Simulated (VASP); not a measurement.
# SrTiO3 (Pmm2) in VASP: further runs, part 2 of 2

VASP 6.6.1.

## 4. Single point, PBE (mode 1 frozen in at -0.058 Å, strain +e along z and -e/2 along x and y +0.0467)

INCAR reads:

```
  PREC = Accurate
  ENCUT = 520
  EDIFF = 1E-7
  ISMEAR = 0
  SIGMA = 0.05
  LREAL = F
  LASPH = T
  NELM = 100
  ALGO = Normal
  ISIF = 2
  LWAVE = F
  LCHARG = F
  GGA = PE
  NBANDS = 28
```

KPOINTS reads:

```
Automatic mesh
0
Gamma
  8 8 8
```

POSCAR reads:

```
SrTiO3
1.0
    3.8444942777      0.0000000000      0.0000000000
    0.0000000000      3.8444942777      0.0000000000
    0.0000000000      0.0000000000      4.1202397589
Sr Ti O
1 1 3
Direct
    0.0020505763      0.0000000000      0.0000000000
    0.5096807686      0.5000000000      0.5000000000
   -0.0146326242      0.5000000000      0.5000000000
    0.4872194045      0.0000000000      0.5000000000
    0.4872194045      0.5000000000      0.0000000000
```

Potentials or basis: VASP PAW PBE potentials, release 64 (Sr_sv, Ti_sv, O).

The run is started by

```console
> cat potpaw_PBE.64/Sr_sv/POTCAR potpaw_PBE.64/Ti_sv/POTCAR potpaw_PBE.64/O/POTCAR > POTCAR
> mpirun -np 1 vasp_std > vasp.out
```

OUTCAR:

```text
PREC = Accurate
   ENCUT = 520
   EDIFF = 1E-7
   ISMEAR = 0
   LREAL = F
   LASPH = T
   NELM = 100
   ISIF = 2
   GGA = PE

 ion  position               nearest neighbor table
   1  0.002  0.000  0.000-   5 2.68   5 2.68   5 2.76   5 2.76   4 2.78   4 2.78   3 2.82   3 2.82
                             3 2.82   3 2.82   4 2.86   4 2.86   2 3.39   2 3.39   2 3.39   2 3.39
   2  0.510  0.500  0.500-   3 1.83   4 1.92   4 1.92   3 2.02   5 2.06   5 2.06   1 3.39   1 3.39
                             1 3.39   1 3.39   1 3.43   1 3.43   1 3.43   1 3.43
   3  0.985  0.500  0.500-   2 1.83   2 2.02   1 2.82   1 2.82   1 2.82   1 2.82
   4  0.487  0.000  0.500-   2 1.92   2 1.92   1 2.78   1 2.78   1 2.86   1 2.86
   5  0.487  0.500  0.000-   2 2.06   2 2.06   1 2.68   1 2.68   1 2.76   1 2.76

  LATTYP: Found a simple tetragonal cell.
 ALAT       =     3.8444942777
 C/A-ratio  =     1.0717247735

  Lattice vectors:

 A1 = (   3.8444942777,   0.0000000000,   0.0000000000)
 A2 = (   0.0000000000,   3.8444942777,   0.0000000000)
 A3 = (   0.0000000000,   0.0000000000,   4.1202397589)

Analysis of symmetry for initial positions (statically):
[... 176 lines left out ...]
  free energy    TOTEN  =       -39.96444279 eV

  energy without entropy =      -39.96444279  energy(sigma->0) =      -39.96444279

 E-fermi :   4.3182     XC(G=0): -11.1460

 val. band max:        4.0519226160   @ k =   0.5000   0.5000   0.5000
 cond. band min:       5.8189464281   @ k =   0.0000   0.0000   0.0000
 fundamental gap:      1.7670238121
 Fermi energy:         4.3182140484

 k-point     1 :       0.0000    0.0000    0.0000
  band No.  band energies     occupation
      1     -52.4916      2.00000
      2     -28.8752      2.00000
      3     -28.7757      2.00000
      4     -28.7404      2.00000
      5     -28.7095      2.00000
      6     -13.4412      2.00000
[... 733 lines left out ...]
     27      12.4356      0.00000
     28      12.8906      0.00000

 [... further k-points ...]
[... 5 lines left out ...]
  --------------------------------------------------------------------------------------
  -------------------------------------------------------------------------------------
  Total        3.3098705      2.5990254     -2.6600617      0.0000000      0.0000000      0.0000000
  in kB       87.0804480     68.3785957    -69.9844208      0.0000000      0.0000000      0.0000000
  external PRESSURE =      28.4915409 kB  Pullay stress =       0.0000000 kB

 VOLUME and BASIS-vectors are now :
 -----------------------------------------------------------------------------
  energy-cutoff  :      520.00
  volume of cell :       60.90
      direct lattice vectors                 reciprocal lattice vectors
     3.844494278  0.000000000  0.000000000     0.260112235  0.000000000  0.000000000
     0.000000000  3.844494278  0.000000000     0.000000000  0.260112235  0.000000000
     0.000000000  0.000000000  4.120239759     0.000000000  0.000000000  0.242704323

 POSITION                                       TOTAL-FORCE (eV/Angst)
 -----------------------------------------------------------------------------------
      0.00788      0.00000      0.00000         0.024885      0.000000      0.000000
      1.95946      1.92225      2.06012        -0.365173      0.000000      0.000000
      3.78824      1.92225      2.06012         0.416223      0.000000      0.000000
      1.87311      0.00000      2.06012        -0.128216      0.000000      0.000000
      1.87311      1.92225      0.00000         0.052281      0.000000      0.000000
 -----------------------------------------------------------------------------------
    total drift:                               -0.000246      0.000000      0.000001

  FREE ENERGIE OF THE ION-ELECTRON SYSTEM (eV)
  ---------------------------------------------------
  free  energy   TOTEN  =       -39.9644427916 eV

  energy  without entropy=      -39.9644427916  energy(sigma->0) =      -39.96444279
```

OSZICAR:

```text
N       E                     dE             d eps       ncg     rms          rms(c)
DAV:   1     0.436036342930E+03    0.43604E+03   -0.21435E+04  7000   0.159E+03
DAV:   2    -0.398696597439E+01   -0.44002E+03   -0.42033E+03  8028   0.441E+02
DAV:   3    -0.481186526262E+02   -0.44132E+02   -0.43768E+02  9636   0.135E+02
DAV:   4    -0.501887492175E+02   -0.20701E+01   -0.20649E+01 10644   0.253E+01
DAV:   5    -0.502441058382E+02   -0.55357E-01   -0.55347E-01  9676   0.341E+00    0.265E+01
DAV:   6    -0.400374359433E+02    0.10207E+02   -0.53124E+01 10136   0.647E+01    0.144E+01
DAV:   7    -0.400627799786E+02   -0.25344E-01   -0.86655E+00  9264   0.221E+01    0.108E+01
DAV:   8    -0.400115619624E+02    0.51218E-01   -0.13925E+00  8596   0.122E+01    0.310E+00
DAV:   9    -0.399784137985E+02    0.33148E-01   -0.30166E-01  9188   0.465E+00    0.126E+00
DAV:  10    -0.399675048229E+02    0.10909E-01   -0.70932E-02  9208   0.212E+00    0.585E-01
DAV:  11    -0.399645352787E+02    0.29695E-02   -0.15039E-02 10768   0.135E+00    0.160E-01
DAV:  12    -0.399644489556E+02    0.86323E-04   -0.13539E-03  8392   0.352E-01    0.103E-01
DAV:  13    -0.399644474572E+02    0.14984E-05   -0.24261E-04 11620   0.130E-01    0.584E-02
DAV:  14    -0.399644406983E+02    0.67589E-05   -0.91694E-05  8904   0.986E-02    0.161E-02
DAV:  15    -0.399644439078E+02   -0.32094E-05   -0.20059E-05  9264   0.345E-02    0.154E-02
DAV:  16    -0.399644428058E+02    0.11020E-05   -0.36972E-06  8148   0.151E-02    0.793E-03
DAV:  17    -0.399644428483E+02   -0.42545E-07   -0.15470E-06  8328   0.730E-03    0.403E-03
DAV:  18    -0.399644427916E+02    0.56744E-07   -0.31443E-07  6132   0.710E-03
   1 F= -.39964443E+02 E0= -.39964443E+02  d E =-.365755E-16
```

Wall time 4.1 min (1 thread of Intel Xeon Platinum 8259CL at 2.50GHz (Skylake/Cascade Lake), shared host); peak memory 0.33 GiB.

What came out:

- Free energy: -39.9644 eV
- Pressure: 2.8 GPa
- Largest force: 0.416 eV/Å
- Band gap on the k mesh: 1.77 eV, indirect (least direct gap 2.27 eV)

Forces on the atoms (eV/Å):
```
Sr   0.025  0.000  0.000
Ti  -0.365  0.000  0.000
O    0.416  0.000  0.000
O   -0.128  0.000  0.000
O    0.052  0.000  0.000
```

Stress tensor (GPa, compression positive):
```
 8.71  0.00  0.00
 0.00  6.84  0.00
 0.00  0.00 -7.00
```

Caveat: the cell differs from its parent crystal (mode 1 frozen in at -0.058 Å, strain +e along z and -e/2 along x and y +0.0467).

## 5. The runs side by side

| cell | gap on the mesh (eV) | pressure (GPa) | largest force (eV/Å) |
| --- | --- | --- | --- |
| a = 3.799, b = 3.799, c = 4.212 Å, 5 atoms | 1.64 | 4.1 | 0.15 |
| a = 4.028, b = 4.028, c = 3.753 Å, 5 atoms | 1.75 | 2.3 | 0.13 |
| a = 3.844, b = 3.844, c = 4.120 Å, 5 atoms | 1.77 | 2.8 | 0.42 |

Alike in all rows: task single point; level PBE; potentials or basis VASP PAW PBE potentials, release 64 (Sr_sv, Ti_sv, O); no spin polarisation; k mesh 8 × 8 × 8; cutoff (eV) 520; smearing gaussian 0.05 eV.

Total energies depend on the potentials used, so only differences within one code and one set of settings carry meaning.
